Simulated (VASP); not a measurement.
Input of a VASP 6.6.1 run:

Contents of INCAR:

```
SYSTEM = Te2Mo
PREC = Accurate
ENCUT = 520
EDIFF = 1E-6
ISMEAR = -1
SIGMA = 0.02
LREAL = .FALSE.
LASPH = .TRUE.
NELM = 60
ALGO = Normal
ISIF = 2
LWAVE = .FALSE.
LCHARG = .FALSE.
GGA = PE
NBANDS = 35
```

File KPOINTS:

```
Automatic mesh
0
G
  12 12 2
  0 0 0
```

The input POSCAR:

```
Te2Mo
1.0
    3.5421276173      0.0000000000      0.0000000000
   -1.7710638086      3.0675725001      0.0000000000
    0.0000000000      0.0000000000     13.4266985809
Te Mo
4 2
Direct
    0.3333333333      0.6666666667      0.6174390387
    0.6666666667      0.3333333333      0.1174390387
    0.3333333333      0.6666666667      0.8825609613
    0.6666666667      0.3333333333      0.3825609613
    0.3333333333      0.6666666667      0.2500000000
    0.6666666667      0.3333333333      0.7500000000
```

Potentials or basis: VASP PAW PBE potentials, release 64 (Te, Mo_sv).

Run with:

```sh
$ cat potpaw_PBE.64/Te/POTCAR potpaw_PBE.64/Mo_sv/POTCAR > POTCAR
$ mpirun -np 1 vasp_std > vasp.out
```

Task: Estimate the largest force.

Result: 0.261 eV/Å.

Task: What does it give for the pressure?

Result: 3.7 GPa.

Stress tensor (GPa, compression positive):
```
2.46 0.00 0.00
0.00 2.46 0.00
0.00 0.00 6.26
```

Caveat: the cell differs from its parent crystal (uniaxial z strain -5.3%); this functional lacks dispersion, which binds the layers, so the pressure and a relaxed spacing across them are unreliable.
